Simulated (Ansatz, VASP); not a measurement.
# One calculation of LuSi2Ge3, two programs

```
Lu Si Ge
1.0
     3.47292    2.00509    3.03537
    -3.47292    2.00509    3.03537
     0.00000   -4.01019    3.03537
Lu Si Ge
1 2 3
Direct
  0.50000 0.50000 0.50000
  0.81263 0.81263 0.81263
  0.18737 0.18737 0.18737
  0.29143 0.70857 0.00000
  0.00000 0.29143 0.70857
  0.70857 0.00000 0.29143
```

Alike in both runs: functional PBE; k mesh 3 × 3 × 3; occupations gaussian, width 0.1 eV; no spin polarisation.

Ansatz relaxed the structure, and its values are those at the end. VASP's run is a single point on that final structure, the one shown.

```csv
,VASP,Ansatz
version,VASP 6.6.1,Ansatz 0.2.0
potentials or method,"VASP PAW PBE potentials, release 64 (Lu, Si, Ge_d), cutoff 520 eV","scalar-relativistic, plane waves, PAW"
valence electrons in the cell,75,75
```

VASP gave:

```
gap on the k mesh at the Fermi level (eV) : none
pressure (GPa)                            : 0.0
rms of the force components (eV/Å)        : 0.005
```

Task: What did Ansatz give for the same quantities?

Result: gap on the k mesh at the Fermi level (eV): none; pressure (GPa): 0.0; rms of the force components (eV/Å): 0.010.

A gap of «none» marks a metal or a gap that the smearing closes. With one functional, cell and mesh, what is left measures potentials, basis and numerics.

The k mesh is coarse, so the values compare programs but aren't converged. Neither program's run includes spin-orbit coupling.
